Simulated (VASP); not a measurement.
# Y3AlN4 (Pm-3m) in VASP: notebook

The runs below take Y3AlN4 through single point, with PBE.

Everything below comes from runs of VASP 6.6.1. Logs are shortened: lines on timing, memory, paths and dates and some standing lists are left out, and cuts for length are marked.

## 1. The cell of the first run

Symmetry: Pm-3m, No. 221, cubic system. Conventional cell: a = 4.782 Å, b = 4.782 Å, c = 4.782 Å, α = 90.00°, β = 90.00°, γ = 90.00°. Within 3.2 Å of Y (site symmetry 4/mmm) lie 6 N at 2.39 Å. Within 3.2 Å of Al (site symmetry m-3m) lie 6 N at 2.39 Å. Within 3.2 Å of N (site symmetry 4/mmm) lie 4 Y at 2.39 Å and 2 Al at 2.39 Å. Within 3.2 Å of N (site symmetry m-3m) lie 6 Y at 2.39 Å.

## 2. Single point, PBE

The input, INCAR:

```
SYSTEM = Y3AlN4
  ALGO = Normal
  EDIFF = 1E-7
  ENCUT = 520
  GGA = PE
  ISIF = 2
  ISMEAR = 0
  LASPH = .True.
  LCHARG = .False.
  LREAL = .False.
  LWAVE = .False.
  NBANDS = 38
  NELM = 100
  PREC = Accurate
  SIGMA = 0.1
```

The input, KPOINTS:

```
k-points
0
Gamma
  4 4 4
  0 0 0
```

The input, POSCAR:

```
Y3AlN4
1.0
    4.7821707429      0.0000000000      0.0000000000
    0.0000000000      4.7821707429      0.0000000000
    0.0000000000      0.0000000000      4.7821707429
Y Al N
3 1 4
Direct
    0.0000000000      0.0000000000      0.5000000000
    0.5000000000      0.0000000000      0.0000000000
    0.0000000000      0.5000000000      0.0000000000
    0.5000000000      0.5000000000      0.5000000000
    0.5000000000      0.5000000000      0.0000000000
    0.0000000000      0.5000000000      0.5000000000
    0.5000000000      0.0000000000      0.5000000000
    0.0000000000      0.0000000000      0.0000000000
```

Potentials or basis: VASP PAW PBE potentials, release 64 (Y_sv, Al, N).

Run with:

```console
cat potpaw_PBE.64/Y_sv/POTCAR potpaw_PBE.64/Al/POTCAR potpaw_PBE.64/N/POTCAR > POTCAR
mpirun -np 1 vasp_std > vasp.out
```

OUTCAR:

```text
SYSTEM = Y3AlN4
   EDIFF = 1E-7
   ENCUT = 520
   GGA = PE
   ISIF = 2
   ISMEAR = 0
   LASPH = .True.
   LREAL = .False.
   NELM = 100
   PREC = Accurate

 ion  position               nearest neighbor table
   1  0.000  0.000  0.500-   6 2.39   7 2.39   8 2.39   8 2.39   6 2.39   7 2.39   2 3.38   3 3.38
                             2 3.38   3 3.38   4 3.38   3 3.38   3 3.38   2 3.38   4 3.38   4 3.38
   2  0.500  0.000  0.000-   5 2.39   7 2.39   8 2.39   7 2.39   5 2.39   8 2.39   1 3.38   4 3.38
                             1 3.38   3 3.38   4 3.38   3 3.38   4 3.38   1 3.38   3 3.38   4 3.38
   3  0.000  0.500  0.000-   5 2.39   6 2.39   8 2.39   6 2.39   8 2.39   5 2.39   1 3.38   4 3.38
                             1 3.38   1 3.38   2 3.38   2 3.38   1 3.38   2 3.38   4 3.38   4 3.38
   4  0.500  0.500  0.500-   5 2.39   6 2.39   7 2.39   5 2.39   7 2.39   6 2.39   2 3.38   3 3.38
                             1 3.38   1 3.38   2 3.38   2 3.38   2 3.38   1 3.38   3 3.38   3 3.38
   5  0.500  0.500  0.000-   2 2.39   3 2.39   4 2.39   4 2.39   2 2.39   3 2.39
   6  0.000  0.500  0.500-   1 2.39   3 2.39   4 2.39   3 2.39   1 2.39   4 2.39
   7  0.500  0.000  0.500-   1 2.39   2 2.39   4 2.39   2 2.39   4 2.39   1 2.39
   8  0.000  0.000  0.000-   1 2.39   2 2.39   3 2.39   1 2.39   3 2.39   2 2.39

  LATTYP: Found a simple cubic cell.
 ALAT       =     4.7821707429

  Lattice vectors:

 A1 = (   4.7821707429,   0.0000000000,   0.0000000000)
 A2 = (   0.0000000000,   4.7821707429,   0.0000000000)
 A3 = (   0.0000000000,   0.0000000000,   4.7821707429)

Analysis of symmetry for initial positions (statically):
=====================================================================
 Subroutine PRICEL returns:
 Original cell was already a primitive cell.

 Routine SETGRP: Setting up the symmetry group for a
 simple cubic supercell.

 Subroutine GETGRP returns: Found 48 space group operations
 (whereof 48 operations were pure point group operations)
 out of a pool of 48 trial point group operations.

The static configuration has the point symmetry O_h .

Analysis of symmetry for dynamics (positions and initial velocities):
=====================================================================
 Subroutine PRICEL returns:
 Original cell was already a primitive cell.

 Routine SETGRP: Setting up the symmetry group for a
 simple cubic supercell.

 Subroutine GETGRP returns: Found 48 space group operations
 (whereof 48 operations were pure point group operations)
 out of a pool of 48 trial point group operations.

The dynamic configuration has the point symmetry O_h .

 Subroutine INISYM returns: Found 48 space group operations
 (whereof 48 operations are pure point group operations),
 and found     1 'primitive' translations

----------------------------------------------------------------------------------------

                                     Primitive cell

  volume of cell :     109.3642

  direct lattice vectors                    reciprocal lattice vectors
     4.782170743  0.000000000  0.000000000     0.209110058  0.000000000  0.000000000
     0.000000000  4.782170743  0.000000000     0.000000000  0.209110058  0.000000000
     0.000000000  0.000000000  4.782170743     0.000000000  0.000000000  0.209110058

  length of vectors
     4.782170743  4.782170743  4.782170743     0.209110058  0.209110058  0.209110058

  position of ions in fractional coordinates (direct lattice)
     0.000000000  0.000000000  0.500000000
     0.500000000  0.000000000  0.000000000
     0.000000000  0.500000000  0.000000000
     0.500000000  0.500000000  0.500000000
     0.500000000  0.500000000  0.000000000
     0.000000000  0.500000000  0.500000000
     0.500000000  0.000000000  0.500000000
     0.000000000  0.000000000  0.000000000

  ion indices of the primitive-cell ions
   primitive index   ion index
                 1           1
                 2           2
                 3           3
                 4           4
                 5           5
                 6           6
                 7           7
                 8           8

----------------------------------------------------------------------------------------

 KPOINTS: k-points

Automatic generation of k-mesh.
 Grid dimensions read from file:
 generate k-points for:    4    4    4

 Generating k-lattice:

  Cartesian coordinates                     Fractional coordinates (reciprocal lattice)
     0.052277514  0.000000000  0.000000000     0.250000000  0.000000000  0.000000000
     0.000000000  0.052277514  0.000000000     0.000000000  0.250000000  0.000000000
     0.000000000  0.000000000  0.052277514     0.000000000  0.000000000  0.250000000

  Length of vectors
     0.052277514  0.052277514  0.052277514

  Shift w.r.t. Gamma in fractional coordinates (k-lattice)
     0.000000000  0.000000000  0.000000000

 Subroutine IBZKPT returns following result:
 ===========================================

 Found     10 irreducible k-points:

 Following reciprocal coordinates:
            Coordinates               Weight
  0.000000  0.000000  0.000000      1.000000
  0.250000  0.000000  0.000000      6.000000
  0.500000  0.000000  0.000000      3.000000
  0.250000  0.250000  0.000000     12.000000
  0.500000  0.250000  0.000000     12.000000
  0.500000  0.500000  0.000000      3.000000
  0.250000  0.250000  0.250000      8.000000
  0.500000  0.250000  0.250000     12.000000
  0.500000  0.500000  0.250000      6.000000
  0.500000  0.500000  0.500000      1.000000
   k-points           NKPTS =     10   k-points in BZ     NKDIM =     10   number of bands    NBANDS=     38
   number of dos      NEDOS =    301   number of ions     NIONS =      8
   total plane-waves  NPLWV =  46656
   dimension x,y,z NGX =    36 NGY =   36 NGZ =   36
   dimension x,y,z NGXF=    72 NGYF=   72 NGZF=   72
   ions per type =               3   1   4
   NGX,Y,Z   is equivalent  to a cutoff of  12.51, 12.51, 12.51 a.u.
   NGXF,Y,Z  is equivalent  to a cutoff of  25.03, 25.03, 25.03 a.u.
 SYSTEM =  Y3AlN4
   PREC   = accura    normal or accurate (medium, high low for compatibility)
   ISTART =      0    job   : 0-new  1-cont  2-samecut
   ICHARG =      2    charge: 1-file 2-atom 10-const
   ISPIN  =      1    spin polarized calculation?
   LNONCOLLINEAR =      F non collinear calculations
   LSORBIT =      F    spin-orbit coupling
   LASPH  =      T    aspherical Exc in radial PAW
   ENCUT  =  520.0 eV  38.22 Ry    6.18 a.u.   8.89  8.89  8.89*2*pi/ulx,y,z
   NELM   =    100;   NELMIN=  2; NELMDL= -5     # of ELM steps
   EDIFF  = 0.1E-06   stopping-criterion for ELM
   LREAL  =      F    real-space projection
   EDIFFG = 0.1E-05   stopping-criterion for IOM
   NSW    =      0    number of steps for IOM
   IBRION =     -1    ionic relax: 0-MD 1-quasi-New 2-CG
   NFREE  =      0    steps in history (QN), initial steepest desc. (CG)
   ISIF   =      2    stress and relaxation
   ISYM   =      2    0-nonsym 1-usesym 2-fastsym
   POTIM  = 0.5000    time-step for ionic-motion
   TEBEG  =    0.0;   TEEND  =   0.0 temperature during run
   PSTRESS=    0.0 pullay stress
   NELECT =      56.0000    total number of electrons
   NUPDOWN=      -1.0000    fix difference up-down
   EMIN   =  10.00;   EMAX   =-10.00  energy-range for DOS
   EFERMI =   0.00;   METHOD = LEGACY
   ISMEAR =     0;   SIGMA  =   0.10  broadening in eV -4-tet -1-fermi 0-gaus
   EFERMI_NEDOS =   21; number of points for ismear=-14 and -15
   IALGO  =     38    algorithm
   IMIX   =      4    mixing-type and parameters
     AMIX     =   0.40;   BMIX     =  1.00
     AMIX_MAG =   1.60;   BMIX_MAG =  1.00
  volume/ion in A,a.u.               =      13.67        92.25
  Fermi-wavevector in a.u.,A,eV,Ry     =   1.309722  2.475016 23.339046  1.715372
  Thomas-Fermi vector in A             =   2.440301
   LORBIT       =      0    0 simple, 1 ext, 2 COOP (PROOUT), +10 PAW based schemes
   GGA     = PE    functional components
   LHFCALC =     F    Hartree Fock is set to
   AEXX    =    0.0000 exact exchange contribution
   IVDW    =     0    specifies the selected vdW correction
   LEPSILON=     F    determine dielectric tensor
   LRPA    =     F    only Hartree local field effects (RPA)
 non-spin polarized calculation
 Gauss-broadening in eV      SIGMA  =   0.10
  energy-cutoff  :      520.00
  volume of cell :      109.36
 maximum number of plane-waves:      3016
 NGX is ok and might be reduce to    36
   NGX = 17   NGY = 17   NGZ = 17

 number of electron      55.9999999 magnetization

 Free energy of the ion-electron system (eV)
  ---------------------------------------------------
  ext. energy  EPLUGINS =         0.00000000
  ---------------------------------------------------
  free energy    TOTEN  =       -66.93470327 eV

  energy without entropy =      -66.93227319  energy(sigma->0) =      -66.93348823

 E-fermi :   4.7863     XC(G=0): -11.2103

 val. band max:        4.7556875136   @ k =   0.0000   0.0000   0.0000
 cond. band min:       5.4847222783   @ k =   0.0000   0.0000   0.0000
 fundamental gap:      0.7290347647
 Fermi energy:         4.7863182963

 k-point     1 :       0.0000    0.0000    0.0000
  band No.  band energies     occupation
      1     -35.8329      2.00000
      2     -35.6759      2.00000
      3     -35.6759      2.00000
      4     -16.3200      2.00000
      5     -16.3200      2.00000
      6     -16.3200      2.00000
[... 30 lines left out ...]
     37      10.5771      0.00000
     38      10.9528      0.00000

 k-point     2 :       0.2500    0.0000    0.0000
  band No.  band energies     occupation
      1     -35.8127      2.00000
      2     -35.6956      2.00000
      3     -35.6754      2.00000
      4     -16.2764      2.00000
      5     -16.2605      2.00000
      6     -16.2605      2.00000
[... 30 lines left out ...]
     37      10.9340      0.00000
     38      12.0083      0.00000
[... 285 lines left out ...]
     37      11.0068      0.00000
     38      11.0269      0.00000

 k-point    10 :       0.5000    0.5000    0.5000
  band No.  band energies     occupation
      1     -35.7254      2.00000
      2     -35.7254      2.00000
      3     -35.7254      2.00000
      4     -16.8607      2.00000
      5     -16.4635      2.00000
      6     -16.4635      2.00000
[... 30 lines left out ...]
     37      11.5011      0.00000
     38      11.5026      0.00000

------------------------ aborting loop because EDIFF is reached ----------------------------------------

  FORCE on cell =-STRESS in cart. coord.  units (eV):
  Direction    XX          YY          ZZ          XY          YZ          ZX
  --------------------------------------------------------------------------------------
  -------------------------------------------------------------------------------------
  Total       -0.1353571     -0.1353571     -0.1353571     -0.0000000      0.0000000     -0.0000000
  in kB       -1.9829710     -1.9829710     -1.9829710     -0.0000000      0.0000000     -0.0000000
  external PRESSURE =      -1.9829710 kB  Pullay stress =       0.0000000 kB

 VOLUME and BASIS-vectors are now :
 -----------------------------------------------------------------------------
  energy-cutoff  :      520.00
  volume of cell :      109.36
      direct lattice vectors                 reciprocal lattice vectors
     4.782170743  0.000000000  0.000000000     0.209110058  0.000000000  0.000000000
     0.000000000  4.782170743  0.000000000     0.000000000  0.209110058  0.000000000
     0.000000000  0.000000000  4.782170743     0.000000000  0.000000000  0.209110058

 POSITION                                       TOTAL-FORCE (eV/Angst)
 -----------------------------------------------------------------------------------
      0.00000      0.00000      2.39109         0.000000      0.000000      0.000000
      2.39109      0.00000      0.00000         0.000000      0.000000      0.000000
      0.00000      2.39109      0.00000         0.000000      0.000000      0.000000
      2.39109      2.39109      2.39109         0.000000      0.000000      0.000000
      2.39109      2.39109      0.00000         0.000000      0.000000      0.000000
      0.00000      2.39109      2.39109         0.000000      0.000000      0.000000
      2.39109      0.00000      2.39109         0.000000      0.000000      0.000000
      0.00000      0.00000      0.00000         0.000000      0.000000      0.000000
 -----------------------------------------------------------------------------------
    total drift:                                0.000000     -0.000000     -0.000000

  FREE ENERGIE OF THE ION-ELECTRON SYSTEM (eV)
  ---------------------------------------------------
  free  energy   TOTEN  =       -66.9347032732 eV

  energy  without entropy=      -66.9322731931  energy(sigma->0) =      -66.93348823
```

It took 26 s on 1 thread of Intel Xeon 6975P-C (Granite Rapids), shared host; peak memory 0.22 GiB.

Results:

```yaml
Free_energy: -66.9347 eV
Pressure: -0.2 GPa
Band_gap_on_the_k_mesh: zero (filled and empty bands touch)
```

(Continued in part 2 of 2.)
